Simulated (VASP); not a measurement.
# CdS (P6_3mc) in VASP: notebook

Runs on CdS. Level: PBEsol. Tasks: single point.

All numbers are computed with VASP 6.6.1; they aren't measurements. Logs are shortened: lines on timing, memory, paths and dates and some standing lists are left out, and cuts for length are marked.

## (1) The cell of the first run

Symmetry: P6_3mc, No. 186, hexagonal system. Conventional cell: a = 4.165 Å, b = 4.165 Å, c = 6.647 Å, α = 90.00°, β = 90.00°, γ = 120.00°. Cd (site symmetry 3m) has 4 S at 2.53 Å within 3.3 Å. Within 3.3 Å of S (site symmetry 3m) lie 4 Cd at 2.53 Å.

## (2) Single point, PBEsol (in-plane strain +0.01, then relaxed in part)

INCAR reads:

```
SYSTEM = CdS
ALGO = Normal
EDIFF = 1E-6
ENCUT = 520
GGA = PS
ISIF = 2
ISMEAR = 0
LASPH = .True.
LCHARG = .False.
LREAL = .False.
LWAVE = .False.
NBANDS = 26
NELM = 60
PREC = Accurate
SIGMA = 0.01
```

KPOINTS reads:

```
k-points
0
Gamma
  6 6 4
  0 0 0
```

POSCAR reads:

```
CdS
1.0
    4.1650961406      0.0000000000      0.0000000000
   -2.0825480703      3.6070790669      0.0000000000
    0.0000000000      0.0000000000      6.6471279964
Cd S
2 2
Direct
    0.3333333333      0.6666666667     -0.0029845540
    0.6666666667      0.3333333333      0.4970154460
    0.3333333333      0.6666666667      0.3779845540
    0.6666666667      0.3333333333      0.8779845540
```

Potentials or basis: VASP PAW PBE potentials, release 64 (Cd, S).

On the command line:

```sh
> cat potpaw_PBE.64/Cd/POTCAR potpaw_PBE.64/S/POTCAR > POTCAR
> mpirun -np 1 vasp_std > vasp.out
```

OUTCAR:

```text
SYSTEM = CdS
   EDIFF = 1E-6
   ENCUT = 520
   GGA = PS
   ISIF = 2
   ISMEAR = 0
   LASPH = .True.
   LREAL = .False.
   NELM = 60
   PREC = Accurate

 ion  position               nearest neighbor table
   1  0.333  0.667  0.997-   4 2.53   4 2.53   4 2.53   3 2.53
   2  0.667  0.333  0.497-   3 2.53   3 2.53   3 2.53   4 2.53
   3  0.333  0.667  0.378-   2 2.53   2 2.53   2 2.53   1 2.53
   4  0.667  0.333  0.878-   1 2.53   1 2.53   1 2.53   2 2.53

  LATTYP: Found a hexagonal cell.
 ALAT       =     4.1650961406
 C/A-ratio  =     1.5959122604

  Lattice vectors:

 A1 = (   4.1650961406,   0.0000000000,   0.0000000000)
 A2 = (  -2.0825480703,   3.6070790669,   0.0000000000)
 A3 = (   0.0000000000,   0.0000000000,   6.6471279964)

Analysis of symmetry for initial positions (statically):
=====================================================================
 Subroutine PRICEL returns:
 Original cell was already a primitive cell.

 Routine SETGRP: Setting up the symmetry group for a
 hexagonal supercell.

 Subroutine GETGRP returns: Found 12 space group operations
 (whereof  6 operations were pure point group operations)
 out of a pool of 24 trial point group operations.

The static configuration has the point symmetry C_3v.
 The point group associated with its full space group is C_6v.

Analysis of symmetry for dynamics (positions and initial velocities):
=====================================================================
 Subroutine PRICEL returns:
 Original cell was already a primitive cell.

 Routine SETGRP: Setting up the symmetry group for a
 hexagonal supercell.

 Subroutine GETGRP returns: Found 12 space group operations
 (whereof  6 operations were pure point group operations)
 out of a pool of 24 trial point group operations.

The dynamic configuration has the point symmetry C_3v.
 The point group associated with its full space group is C_6v.

 Subroutine INISYM returns: Found 12 space group operations
 (whereof  6 operations are pure point group operations),
 and found     1 'primitive' translations

----------------------------------------------------------------------------------------

                                     Primitive cell

  volume of cell :      99.8653

  direct lattice vectors                    reciprocal lattice vectors
     4.165096141  0.000000000  0.000000000     0.240090496  0.138616313  0.000000000
    -2.082548070  3.607079067  0.000000000     0.000000000  0.277232625  0.000000000
     0.000000000  0.000000000  6.647127996     0.000000000  0.000000000  0.150440912

  length of vectors
     4.165096141  4.165096141  6.647127996     0.277232625  0.277232625  0.150440912

  position of ions in fractional coordinates (direct lattice)
     0.333333333  0.666666667  0.997015446
     0.666666667  0.333333333  0.497015446
     0.333333333  0.666666667  0.377984554
     0.666666667  0.333333333  0.877984554

  ion indices of the primitive-cell ions
   primitive index   ion index
                 1           1
                 2           2
                 3           3
                 4           4

----------------------------------------------------------------------------------------

 KPOINTS: k-points

Automatic generation of k-mesh.
 Grid dimensions read from file:
 generate k-points for:    6    6    4

 Generating k-lattice:

  Cartesian coordinates                     Fractional coordinates (reciprocal lattice)
     0.040015083  0.023102719  0.000000000     0.166666667  0.000000000  0.000000000
     0.000000000  0.046205438  0.000000000     0.000000000  0.166666667  0.000000000
     0.000000000  0.000000000  0.037610228     0.000000000  0.000000000  0.250000000

  Length of vectors
     0.046205438  0.046205438  0.037610228

  Shift w.r.t. Gamma in fractional coordinates (k-lattice)
     0.000000000  0.000000000  0.000000000

 Subroutine IBZKPT returns following result:
 ===========================================

 Found     21 irreducible k-points:

 Following reciprocal coordinates:
            Coordinates               Weight
  0.000000  0.000000  0.000000      1.000000
  0.166667  0.000000  0.000000      6.000000
  0.333333  0.000000  0.000000      6.000000
  0.500000  0.000000  0.000000      3.000000
  0.166667  0.166667  0.000000      6.000000
  0.333333  0.166667  0.000000     12.000000
[... 13 lines left out ...]
  0.333333  0.166667  0.500000     12.000000
  0.333333  0.333333  0.500000      2.000000
   k-points           NKPTS =     21   k-points in BZ     NKDIM =     21   number of bands    NBANDS=     26
   number of dos      NEDOS =    301   number of ions     NIONS =      4
   total plane-waves  NPLWV =  51200
   dimension x,y,z NGX =    32 NGY =   32 NGZ =   50
   dimension x,y,z NGXF=    64 NGYF=   64 NGZF=  100
   ions per type =               2   2
   NGX,Y,Z   is equivalent  to a cutoff of  12.77, 12.77, 12.51 a.u.
   NGXF,Y,Z  is equivalent  to a cutoff of  25.55, 25.55, 25.01 a.u.
[... 35 lines left out ...]
   GGA     = PS    functional components
   LHFCALC =     F    Hartree Fock is set to
   AEXX    =    0.0000 exact exchange contribution
   IVDW    =     0    specifies the selected vdW correction
   LEPSILON=     F    determine dielectric tensor
   LRPA    =     F    only Hartree local field effects (RPA)
 non-spin polarized calculation
 Gauss-broadening in eV      SIGMA  =   0.01
  energy-cutoff  :      520.00
  volume of cell :       99.87
 maximum number of plane-waves:      2712
 NGX is ok and might be reduce to    32
   NGX = 15   NGY = 15   NGZ = 25

 number of electron      36.0000000 magnetization

 Free energy of the ion-electron system (eV)
  ---------------------------------------------------
  ext. energy  EPLUGINS =         0.00000000
  ---------------------------------------------------
  free energy    TOTEN  =       -13.62715516 eV

  energy without entropy =      -13.62715516  energy(sigma->0) =      -13.62715516

 E-fermi :   1.2535     XC(G=0):  -9.3386

 val. band max:        1.1449635956   @ k =   0.0000   0.0000   0.0000
 cond. band min:       2.2375165153   @ k =   0.0000   0.0000   0.0000
 fundamental gap:      1.0925529197
 Fermi energy:         1.2534643559

 k-point     1 :       0.0000    0.0000    0.0000
  band No.  band energies     occupation
      1     -11.1910      2.00000
      2     -10.7394      2.00000
      3      -6.5231      2.00000
      4      -6.5231      2.00000
      5      -6.5161      2.00000
      6      -6.4404      2.00000
[... 18 lines left out ...]
     25       8.5949      0.00000
     26       8.8389      0.00000

 k-point     2 :       0.1667    0.0000    0.0000
  band No.  band energies     occupation
      1     -11.0958      2.00000
      2     -10.7002      2.00000
      3      -6.4944      2.00000
      4      -6.4846      2.00000
      5      -6.4445      2.00000
      6      -6.3930      2.00000
[... 18 lines left out ...]
     25       8.6146      0.00000
     26       9.1784      0.00000

 k-point     3 :       0.3333    0.0000    0.0000
  band No.  band energies     occupation
      1     -10.8888      2.00000
      2     -10.6360      2.00000
      3      -6.4418      2.00000
      4      -6.4246      2.00000
      5      -6.2978      2.00000
      6      -6.2755      2.00000
[... 18 lines left out ...]
     25       9.3676      0.00000
     26       9.9757      0.00000

 k-point     4 :       0.5000    0.0000    0.0000
  band No.  band energies     occupation
      1     -10.7654      2.00000
      2     -10.6234      2.00000
      3      -6.4275      2.00000
      4      -6.4058      2.00000
      5      -6.2224      2.00000
      6      -6.2172      2.00000
[... 18 lines left out ...]
     25       9.5681      0.00000
     26      11.0660      0.00000
[... 409 lines left out ...]
      1     -10.7860      2.00000
      2     -10.7860      2.00000
      3      -6.3986      2.00000
      4      -6.3986      2.00000
      5      -6.3719      2.00000
      6      -6.3719      2.00000
[... 18 lines left out ...]
     25       9.0397      0.00000
     26       9.0397      0.00000

 k-point    20 :       0.3333    0.1667    0.5000
  band No.  band energies     occupation
      1     -10.6825      2.00000
      2     -10.6825      2.00000
      3      -6.3732      2.00000
      4      -6.3732      2.00000
      5      -6.3178      2.00000
      6      -6.3178      2.00000
[... 18 lines left out ...]
     25       9.4961      0.00000
     26       9.4961      0.00000

 k-point    21 :       0.3333    0.3333    0.5000
  band No.  band energies     occupation
      1     -10.6492      2.00000
      2     -10.6492      2.00000
      3      -6.3441      2.00000
      4      -6.3441      2.00000
      5      -6.3139      2.00000
      6      -6.3139      2.00000
[... 18 lines left out ...]
     25      10.3814      0.00000
     26      10.3814      0.00000

------------------------ aborting loop because EDIFF is reached ----------------------------------------

  FORCE on cell =-STRESS in cart. coord.  units (eV):
  Direction    XX          YY          ZZ          XY          YZ          ZX
  --------------------------------------------------------------------------------------
  -------------------------------------------------------------------------------------
  Total       -0.3504788     -0.3504788      0.2339040      0.0000000      0.0000000      0.0000000
  in kB       -5.6228636     -5.6228636      3.7526101      0.0000000      0.0000000      0.0000000
  external PRESSURE =      -2.4977057 kB  Pullay stress =       0.0000000 kB

 VOLUME and BASIS-vectors are now :
 -----------------------------------------------------------------------------
  energy-cutoff  :      520.00
  volume of cell :       99.87
      direct lattice vectors                 reciprocal lattice vectors
     4.165096141  0.000000000  0.000000000     0.240090496  0.138616313  0.000000000
    -2.082548070  3.607079067  0.000000000     0.000000000  0.277232625  0.000000000
     0.000000000  0.000000000  6.647127996     0.000000000  0.000000000  0.150440912

 POSITION                                       TOTAL-FORCE (eV/Angst)
 -----------------------------------------------------------------------------------
     -0.00000      2.40472      6.62729         0.000000     -0.000000     -0.002717
      2.08255      1.20236      3.30373        -0.000000      0.000000     -0.002717
     -0.00000      2.40472      2.51251        -0.000000     -0.000000      0.002717
      2.08255      1.20236      5.83608         0.000000     -0.000000      0.002717
 -----------------------------------------------------------------------------------
    total drift:                               -0.000000     -0.000000      0.000761

  FREE ENERGIE OF THE ION-ELECTRON SYSTEM (eV)
  ---------------------------------------------------
  free  energy   TOTEN  =       -13.6271551629 eV

  energy  without entropy=      -13.6271551629  energy(sigma->0) =      -13.62715516
```

It took 54 s on 1 thread of Intel Xeon 8259CL, shared host; peak memory 0.23 GiB.

What came out:

- Free energy: -13.6272 eV
- Pressure: -0.2 GPa
- Band gap on the k mesh: 1.09 eV

Forces on the atoms (eV/Å):
```
Cd   0.000  0.000 -0.003
Cd   0.000  0.000 -0.003
S    0.000  0.000  0.003
S    0.000  0.000  0.003
```

Stress tensor (GPa, compression positive):
```
-0.56  0.00  0.00
 0.00 -0.56  0.00
 0.00  0.00  0.38
```

Caveat: the cell differs from its parent crystal (in-plane strain +0.01, then relaxed in part); the PAW data sets were made with another functional, which shifts forces and pressure a little.

## (3) Single point, PBEsol (in-plane strain +0.01)

INCAR reads:

```
PREC = Accurate
ENCUT = 520
EDIFF = 1E-7
ISMEAR = 0
SIGMA = 0.01
LREAL = False
LASPH = True
NELM = 100
ALGO = Normal
ISIF = 2
LWAVE = False
LCHARG = True
GGA = PS
LELF = True
LVHAR = True
NBANDS = 26
```

KPOINTS reads:

```
regular mesh
0
Gamma
  6 6 4
```

POSCAR reads:

```
CdS
1.0
    4.1650961406      0.0000000000      0.0000000000
   -2.0825480703      3.6070790669      0.0000000000
    0.0000000000      0.0000000000      6.6694327736
Cd S
2 2
Direct
    0.3333333333      0.6666666667     -0.0007769940
    0.6666666667      0.3333333333      0.4992230060
    0.3333333333      0.6666666667      0.3757769940
    0.6666666667      0.3333333333      0.8757769940
```

Potentials or basis: VASP PAW PBE potentials, release 64 (Cd, S).

On the command line:

```sh
> cat potpaw_PBE.64/Cd/POTCAR potpaw_PBE.64/S/POTCAR > POTCAR
> mpirun -np 1 vasp_std > vasp.out
```

It took 64 s on 1 thread of Intel Xeon 8259CL, shared host; peak memory 0.24 GiB.

Results (log left out):

* Free energy: -13.6247 eV
* Pressure: -0.4 GPa
* Largest force: 0.121 eV/Å
* Band gap on the k mesh: 1.09 eV

Forces in eV/Å, atoms in the order of the input:
```
Cd   0.000  0.000 -0.121
Cd   0.000  0.000 -0.121
S    0.000  0.000  0.121
S    0.000  0.000  0.121
```

Stress tensor (GPa, compression positive):
```
-0.97  0.00  0.00
 0.00 -0.97  0.00
 0.00  0.00  0.70
```

Levels at points of the mesh, in eV from the valence-band top:
```
           k point  band 14  band 15  band 16  band 17  band 18  band 19  band 20  band 21  band 22  band 23
(0.00, 0.00, 0.00)    -0.80    -0.80    -0.01     0.00     0.00     1.09     2.60     6.33     6.33     6.86
(0.50, 0.00, 0.00)    -3.51    -2.67    -1.91    -1.30    -0.73     3.64     3.71     5.05     6.38     6.91
(0.00, 0.00, 0.50)    -2.46    -0.41    -0.41    -0.41    -0.41     2.73     2.73     6.13     6.13     6.68
(0.50, 0.00, 0.50)    -4.15    -1.36    -1.36    -1.29    -1.29     3.39     3.39     5.30     5.30     7.78
```

Caveat: the cell differs from its parent crystal (in-plane strain +0.01); the PAW data sets were made with another functional, which shifts forces and pressure a little.

## (4) Single point, PBEsol (in-plane strain +0.02, then relaxed in part)

INCAR reads:

```
SYSTEM = CdS
ALGO     = Normal         ! electronic algorithm
EDIFF    = 1E-6           ! SCF threshold, eV
ENCUT    = 520            ! plane-wave cutoff, eV
GGA      = PS             ! functional
ISIF     = 2              ! what is computed and relaxed
ISMEAR   = 0              ! smearing method
LASPH    = .True.         ! aspherical terms in the spheres
LCHARG   = .False.        ! write CHGCAR
LREAL    = .False.        ! projectors in reciprocal space
LWAVE    = .False.        ! write WAVECAR
NBANDS   = 26             ! bands
NELM     = 80             ! most SCF steps
PREC     = Accurate       ! precision mode
SIGMA    = 0.01           ! smearing width, eV
```

KPOINTS reads:

```
k-points
0
Gamma
  6 6 4
  0 0 0
```

POSCAR reads:

```
CdS
1.0
    4.2063347162      0.0000000000      0.0000000000
   -2.1031673581      3.6427927211      0.0000000000
    0.0000000000      0.0000000000      6.5813632647
Cd S
2 2
Direct
    0.3333333333      0.6666666667     -0.0053297183
    0.6666666667      0.3333333333      0.4946702817
    0.3333333333      0.6666666667      0.3803297183
    0.6666666667      0.3333333333      0.8803297183
```

On the command line:

```sh
> cat potpaw_PBE.64/Cd/POTCAR potpaw_PBE.64/S/POTCAR > POTCAR
> mpirun -np 1 vasp_std > vasp.out
```

Run time: 63 s. Hardware: 1 thread of Intel Xeon 8259CL, shared host; peak memory 0.23 GiB.

It converged, with:

- Free energy: -13.6126 eV
- Pressure: -0.9 GPa
- Band gap on the k mesh: 1.04 eV

Forces on the atoms (eV/Å):
```
Cd   0.000  0.000 -0.003
Cd   0.000  0.000 -0.003
S    0.000  0.000  0.003
S    0.000  0.000  0.003
```

Stress tensor (GPa, compression positive):
```
-1.47  0.00  0.00
 0.00 -1.47  0.00
 0.00  0.00  0.37
```

Levels at points of the mesh, in eV from the valence-band top:
| k point | band 15 | band 16 | band 17 | band 18 | band 19 | band 20 | band 21 | band 22 |
| --- | --- | --- | --- | --- | --- | --- | --- | --- |
| (0.00, 0.00, 0.00) | -0.86 | -0.06 | -0.06 | 0.00 | 1.04 | 2.36 | 6.20 | 6.20 |
| (0.50, 0.00, 0.00) | -2.61 | -1.98 | -1.25 | -0.82 | 3.56 | 3.61 | 5.13 | 6.43 |
| (0.00, 0.00, 0.50) | -0.47 | -0.47 | -0.47 | -0.47 | 2.63 | 2.63 | 6.12 | 6.12 |
| (0.50, 0.00, 0.50) | -1.43 | -1.43 | -1.20 | -1.20 | 3.41 | 3.41 | 5.23 | 5.23 |

Caveat: the cell differs from its parent crystal (in-plane strain +0.02, then relaxed in part); the PAW data sets were made with another functional, which shifts forces and pressure a little.

## (5) Single point, PBEsol (in-plane strain +0.02)

INCAR reads:

```
PREC = Accurate
ENCUT = 520
EDIFF = 1E-6
ISMEAR = 0
SIGMA = 0.01
LREAL = F
LASPH = T
NELM = 100
ALGO = Normal
ISIF = 2
LWAVE = F
LCHARG = T
GGA = PS
LELF = T
LVHAR = T
NBANDS = 26
```

KPOINTS reads:

```
regular mesh
0
Gamma
  6 6 4
```

POSCAR reads:

```
CdS
1.0
    4.2063347162      0.0000000000      0.0000000000
   -2.1031673581      3.6427927210      0.0000000000
    0.0000000000      0.0000000000      6.6291746281
Cd S
2 2
Direct
    0.3333333333      0.6666666667     -0.0007769940
    0.6666666667      0.3333333333      0.4992230060
    0.3333333333      0.6666666667      0.3757769940
    0.6666666667      0.3333333333      0.8757769940
```

On the command line:

```sh
> cat potpaw_PBE.64/Cd/POTCAR potpaw_PBE.64/S/POTCAR > POTCAR
> mpirun -np 1 vasp_std > vasp.out
```

Run time: 58 s. Hardware: 1 thread of Intel Xeon 8259CL, shared host; peak memory 0.23 GiB.

The run converged. Its results:

```yaml
Free_energy: -13.6018 eV
Pressure: -1.1 GPa
Largest_force: 0.240 eV/Å
Band_gap_on_the_k_mesh: 1.05 eV
```

Forces on the atoms (eV/Å):
```
Cd   0.000  0.000 -0.240
Cd   0.000  0.000 -0.240
S    0.000  0.000  0.240
S    0.000  0.000  0.240
```

Stress tensor (GPa, compression positive):
```
-2.20  0.00  0.00
 0.00 -2.20  0.00
 0.00  0.00  1.05
```

Levels at points of the mesh, in eV from the valence-band top:
```tsv
k point	band 14	band 15	band 16	band 17	band 18	band 19	band 20	band 21	band 22	band 23
(0.00, 0.00, 0.00)	-0.84	-0.84	-0.03	-0.03	0.00	1.05	2.50	6.25	6.25	7.01
(0.50, 0.00, 0.00)	-3.43	-2.63	-1.92	-1.28	-0.71	3.61	3.64	5.10	6.38	6.86
(0.00, 0.00, 0.50)	-2.42	-0.45	-0.45	-0.45	-0.45	2.67	2.67	6.16	6.16	6.61
(0.50, 0.00, 0.50)	-4.09	-1.35	-1.35	-1.23	-1.23	3.39	3.39	5.31	5.31	7.72
```

Caveat: the cell differs from its parent crystal (in-plane strain +0.02); the PAW data sets were made with another functional, which shifts forces and pressure a little.

## (6) Overview

```tsv
cell	gap on the mesh (eV)	pressure (GPa)	largest force (eV/Å)
a = 4.165, b = 4.165, c = 6.647 Å, angles 90.0, 90.0, 120.0°, 4 atoms, atomic positions A	1.09	-0.2	-
a = 4.165, b = 4.165, c = 6.669 Å, angles 90.0, 90.0, 120.0°, 4 atoms, atomic positions B	1.09	-0.4	0.12
a = 4.206, b = 4.206, c = 6.581 Å, angles 90.0, 90.0, 120.0°, 4 atoms, atomic positions C	1.04	-0.9	-
a = 4.206, b = 4.206, c = 6.629 Å, angles 90.0, 90.0, 120.0°, 4 atoms, atomic positions B	1.05	-1.1	0.24
```

Alike in all rows: task single point; level PBEsol; potentials or basis VASP PAW PBE potentials, release 64 (Cd, S); no spin polarisation; k mesh 6 × 6 × 4; cutoff (eV) 520; smearing gaussian 0.01 eV.

Caveats: the PAW data sets were made with another functional, which shifts forces and pressure a little.

Absolute energies hang on the potentials; compare differences alone.
